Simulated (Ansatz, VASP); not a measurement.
**One calculation of Li2S, two programs**

```
CELL_PARAMETERS angstrom
0.00000 2.68169 2.68169
2.68169 0.00000 2.68169
2.68169 2.68169 0.00000
ATOMIC_POSITIONS crystal
Li 0.25000 0.25000 0.25000
Li 0.75000 0.75000 0.75000
S 0.00000 0.00000 0.00000
```

Change from the starting cell: hydrostatic strain -5.8%.

Alike in both runs: task single point; functional PBE; k mesh 8 × 8 × 8; occupations fermi-dirac, width 0.02 eV; no spin polarisation.

|  | VASP | Ansatz |
| --- | --- | --- |
| version | VASP 6.6.1 | Ansatz 0.2.0 |
| potentials or method | VASP PAW PBE potentials, release 64 (Li_sv, S) | plane waves, PAW |
| plane-wave cutoff (eV) | 750 | 420 |
| valence electrons in the cell | 12 | 12 |

Ansatz gave:

* gap on the k mesh at the Fermi level (eV): 3.22
* pressure (GPa): 10.8

Q: Which values does VASP return?

A: gap on the k mesh at the Fermi level (eV): 3.21; pressure (GPa): 10.7.
